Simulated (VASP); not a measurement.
A run of VASP 6.6.1 is set up as follows.

The input INCAR:

```
SYSTEM = CdI2
PREC     = Accurate       ! precision mode
ENCUT    = 400            ! plane-wave cutoff, eV
EDIFF    = 1E-6           ! SCF threshold, eV
ISMEAR   = 0              ! smearing method
SIGMA    = 0.02           ! smearing width, eV
LREAL    = .FALSE.        ! projectors in reciprocal space
LASPH    = .TRUE.         ! aspherical terms in the spheres
NELM     = 120            ! most SCF steps
ALGO     = Normal         ! electronic algorithm
ISIF     = 2              ! what is computed and relaxed
LWAVE    = .FALSE.        ! write WAVECAR
LCHARG   = .TRUE.         ! write CHGCAR
LDIPOL   = .TRUE.       
IDIPOL   = 3            
DIPOL    = 0.5 0.5 0.500
GGA      = PE             ! functional
IVDW     = 12             ! dispersion correction
LELF     = .TRUE.         ! ELF
LVHAR    = .TRUE.       
LVACPOTAV= .TRUE.       
NBANDS   = 20             ! bands
GGA_COMPAT= .FALSE.      
NELMDL   = -8
```

Contents of KPOINTS:

```
regular mesh
0
G
  9 9 1
  0 0 0
```

POSCAR

```
CdI2
1.0
    4.2419141230      0.0000000000      0.0000000000
   -2.1209570615      3.6736053912      0.0000000000
    0.0000000000      0.0000000000     32.9197076258
I Cd
2 1
Direct
    0.6666666667      0.3333333333      0.4474501133
    0.0000000000      0.0000000000      0.5525498867
    0.3333333333      0.6666666667      0.5000034409
```

Potentials or basis: VASP PAW PBE potentials, release 64 (I, Cd).

Launch:

```bash
$ cat potpaw_PBE.64/I/POTCAR potpaw_PBE.64/Cd/POTCAR > POTCAR
$ mpirun -np 1 vasp_std > vasp.out
```

Problem. What does it give for the band gap on the k mesh?

Solution. 2.51 eV (least direct gap 2.72 eV).

Problem. Estimate the dispersion energy per atom.

Solution. -0.250 eV.

Problem. Predict the largest force.

Solution. 0.061 eV/Å.

Problem. What does it give for the ionisation potential of the upper face?

Solution. 6.30 eV.

Forces on the atoms (eV/Å):
```
I    0.000  0.000 -0.061
I    0.000  0.000  0.061
Cd   0.000  0.000  0.000
```

Caveat: the cell differs from its parent crystal (atoms taken out); spin-orbit coupling is left out, which moves the levels of the heavy elements.
